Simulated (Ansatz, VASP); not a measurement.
## Two plane-wave programs on Si2Ni

```
Si Ni
1.0
     0.00000    2.72343    2.72343
     2.72343    0.00000    2.72343
     2.72343    2.72343    0.00000
Si Ni
2 1
Direct
  0.25000 0.25000 0.25000
  0.75000 0.75000 0.75000
  0.00000 0.00000 0.00000
```

Alike in both runs: task single point; functional LDA; k mesh 14 × 14 × 14; occupations gaussian, width 0.1 eV; no spin polarisation.

```csv
,VASP,Ansatz
version,VASP 6.6.1,Ansatz 0.2.0
potentials or method,"VASP PAW LDA potentials, release 64 (Si, Ni), cutoff 520 eV","scalar-relativistic, plane waves, PAW"
valence electrons in the cell,18,26
```

|  | VASP | Ansatz | Ansatz less VASP |
| --- | --- | --- | --- |
| gap on the k mesh at the Fermi level (eV) | none | none | - |
| pressure (GPa) | -7.7 | -7.8 | -0.12 |

LDA's correlation is that of Perdew and Zunger in VASP and of Perdew and Wang (1992) in Ansatz. A gap of «none» marks a metal or a gap that the smearing closes. VASP's potentials hold 18 valence electrons a cell and Ansatz's 26, so a difference there can come from the potentials and not from the codes.
